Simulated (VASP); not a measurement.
Wanted: the native input for a VASP 6.6.1 run.

| Item | Value |
| --- | --- |
| Task | single point |
| Functional | r2SCAN0 |
| Potentials or basis | VASP PAW PBE potentials, release 64 (Ga_d, As) |
| Cutoff | 520 eV |
| k mesh | 6 × 6 × 6 |
| Occupations | gaussian, width 0.01 eV |
| Spin | no spin polarisation |
| Dipole correction | no |
| Grid for exact exchange (PRECFOCK) | Normal |
| Further INCAR settings | ALGO = Normal; EDIFF = 1e-07; NBANDS = 16 |
| Share of exact exchange | 0.25 |

GaAs:

```
CELL_PARAMETERS angstrom
0.00000 2.83308 2.83308
2.83308 0.00000 2.83308
2.83308 2.83308 0.00000
ATOMIC_POSITIONS crystal
Ga 0.00000 0.00000 0.00000
As 0.25000 0.25000 0.25000
```

These files were run (other wordings do the same):

POSCAR

```
GaAs
1.0
    0.0000000000      2.8330831656      2.8330831656
    2.8330831656      0.0000000000      2.8330831656
    2.8330831656      2.8330831656      0.0000000000
Ga As
1 1
Direct
    0.0000000000      0.0000000000      0.0000000000
    0.2500000000      0.2500000000      0.2500000000
```

INCAR.step1

```
SYSTEM = GaAs
PREC = Accurate
ENCUT = 520
EDIFF = 1E-5
ISMEAR = 0
SIGMA = 0.01
LREAL = .FALSE.
LASPH = .TRUE.
NELM = 60
ALGO = Normal
ISIF = 2
LWAVE = .TRUE.
LCHARG = .FALSE.
NBANDS = 16
GGA = PE
```

INCAR.step2

```
SYSTEM = GaAs
PREC = Accurate
ENCUT = 520
EDIFF = 1E-7
ISMEAR = 0
SIGMA = 0.01
LREAL = .FALSE.
LASPH = .TRUE.
NELM = 60
ALGO = Normal
ISIF = 2
LWAVE = .FALSE.
LCHARG = .FALSE.
METAGGA = R2SCAN
LHFCALC = .TRUE.
AEXX = 0.25
LMIXTAU = .TRUE.
PRECFOCK = Normal
NBANDS = 16
ISTART = 1
```

KPOINTS

```
Automatic mesh
0
G
  6 6 6
  0 0 0
```

Potentials or basis: VASP PAW PBE potentials, release 64 (Ga_d, As).

Run with:

```console
$ cat potpaw_PBE.64/Ga_d/POTCAR potpaw_PBE.64/As/POTCAR > POTCAR
$ cp INCAR.step1 INCAR
$ mpirun -np 1 vasp_std > vasp.out
$ cp INCAR.step2 INCAR
$ mpirun -np 1 vasp_std > vasp.out
```

Results of the run:

```json
{"Pressure": "-1.4 GPa", "Band gap on the k mesh": "2.23 eV"}
```

Caveat: the PAW data sets were made with another functional, which shifts forces and pressure a little.

It took 65 min on 1 thread of Intel(R) Xeon(R) Platinum 8175M CPU @ 2.50GHz (Skylake/Cascade Lake), on a shared host, peak memory 0.2 GiB.
